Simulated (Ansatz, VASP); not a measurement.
# Two plane-wave programs on Al2Cu

```
CELL_PARAMETERS angstrom
-3.17745 3.17745 2.49010
3.17745 -3.17745 2.49010
3.17745 3.17745 -2.49010
ATOMIC_POSITIONS crystal
Al 0.15872 0.65872 0.81744
Al 0.65872 0.84128 0.50000
Al 0.84128 0.34128 0.18256
Al 0.34128 0.15872 0.50000
Cu 0.75000 0.75000 0.00000
Cu 0.25000 0.25000 0.00000
```

Alike in both runs: task single point; functional PBE; k mesh 10 × 10 × 10; occupations gaussian, width 0.15 eV; no spin polarisation.

```csv
,VASP,Ansatz
version,VASP 6.6.1,Ansatz 0.2.0
potentials or method,"VASP PAW PBE potentials, release 64 (Al, Cu), cutoff 520 eV","scalar-relativistic, plane waves, PAW"
valence electrons in the cell,34,50
```

|  | VASP | Ansatz | Ansatz less VASP |
| --- | --- | --- | --- |
| gap on the k mesh at the Fermi level (eV) | none | none | - |
| pressure (GPa) | -8.6 | -8.9 | -0.31 |
| traceless stress, the component that is largest in VASP (GPa) | 1.93 | 1.91 | -0.014 |
| rms of the force components (eV/Å) | 0.004 | 0.002 | -0.0019 |

Atom by atom the forces differ by 0.002 eV/Å (rms over components). A gap of «none» marks a metal or a gap that the smearing closes. VASP's potentials hold 34 valence electrons a cell and Ansatz's 50, so a difference there can come from the potentials and not from the codes.
